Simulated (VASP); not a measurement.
Here is a VASP 6.6.1 calculation.

Contents of POSCAR:

```
Re
1.0
    2.7598270443      0.0000000000      0.0000000000
   -1.3799135221      2.3900803304      0.0000000000
    0.0000000000      0.0000000000      4.4572270891
Re
2
Direct
    0.3333333333      0.6666666667      0.2500000000
    0.6666666667      0.3333333333      0.7500000000
```

Contents of INCAR.step1:

```
PREC = Accurate
ENCUT = 520
ISMEAR = 1
SIGMA = 0.1
LREAL = False
LASPH = True
NELM = 80
NBANDS = 14
GGA = PE
ALGO = Normal
EDIFF = 1E-4
LWAVE = True
LCHARG = False
```

INCAR.step2

```
PREC = Accurate
ENCUT = 520
EDIFF = 1E-7
ISMEAR = 1
SIGMA = 0.1
LREAL = False
LASPH = True
NELM = 80
ALGO = Normal
ISIF = 2
LWAVE = False
LCHARG = False
METAGGA = R2SCAN
LMIXTAU = True
NBANDS = 14
ISTART = 1
```

KPOINTS

```
regular mesh
0
Gamma
  13 13 7
```

Potentials or basis: VASP PAW PBE potentials, release 64 (Re).

Launch:

```bash
$ cat potpaw_PBE.64/Re/POTCAR > POTCAR
$ cp INCAR.step1 INCAR
$ mpirun -np 1 vasp_std > vasp.out
$ cp INCAR.step2 INCAR
$ mpirun -np 1 vasp_std > vasp.out
```

What does it give for the pressure?

-0.2 GPa.

What does it give for the band gap on the k mesh?

Zero (bands 7 and 8 overlap by 2.80 eV).

Stress tensor (GPa, compression positive):
```
-0.10  0.00  0.00
 0.00 -0.10  0.00
 0.00  0.00 -0.33
```

Caveat: the PAW data sets were made with another functional, which shifts forces and pressure a little; spin-orbit coupling is left out, which moves the levels of the heavy elements.
